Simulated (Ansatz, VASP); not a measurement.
## Ag in VASP and in Ansatz

```
Ag
1.0
     1.46565   -2.53741    0.00000
     1.46565    2.53741    0.00000
     0.00000    0.00000    4.80887
Ag
2
Cartesian
  1.4656 -1.6911 3.6067
  1.4656 1.6911 1.2022
```

Alike in both runs: functional PBE; k mesh 20 × 20 × 12; occupations gaussian, width 0.1 eV; no spin polarisation.

Ansatz relaxed the structure, and its values are those at the end. VASP's run is a single point on that final structure, the one shown.

|  | VASP | Ansatz |
| --- | --- | --- |
| version | VASP 6.6.1 | Ansatz 0.2.0 |
| potentials or method | VASP PAW PBE potentials, release 64 (Ag), cutoff 520 eV | scalar-relativistic, plane waves, PAW |
| valence electrons in the cell | 22 | 38 |

|  | VASP | Ansatz | Ansatz less VASP |
| --- | --- | --- | --- |
| gap on the k mesh at the Fermi level (eV) | none | none | - |
| pressure (GPa) | 0.0 | 0.0 | +0.03 |

A gap of «none» marks a metal or a gap that the smearing closes. The functional is the same, so the differences come from potentials, cutoffs and numerics. VASP's potentials hold 22 valence electrons a cell and Ansatz's 38, so a difference there can come from the potentials and not from the codes.
